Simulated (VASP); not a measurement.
Runs of VASP 6.6.1 on KF. The structure is that of space group R-3m (No. 166), or close to it. The cells are those of the table. 

| cell | gap on the mesh (eV) | pressure (GPa) |
| --- | --- | --- |
| a = 3.900, b = 3.433, c = 3.433 Å, angles 60.0, 63.9, 63.9°, 2 atoms | (b) | 5.5 |
| a = 3.732, b = 3.579, c = 3.579 Å, angles 60.0, 61.3, 61.3°, 2 atoms | 6.69 | 6.0 |
| a = 3.720, b = 3.811, c = 3.638 Å, angles 57.5, 60.5, 59.9°, 2 atoms | (a) | 4.3 |
| a = 3.992 Å, angles 52.4°, 2 atoms | 6.07 | 2.0 |

Alike in all rows: task single point; level PBE; potentials or basis VASP PAW PBE potentials, release 64 (K_sv, F); no spin polarisation; k mesh 8 × 8 × 8; cutoff (eV) 520; smearing gaussian 0.02 eV.

Estimate the missing entries.

(a) 6.41; (b) 6.49.

A k mesh can miss the band edges.
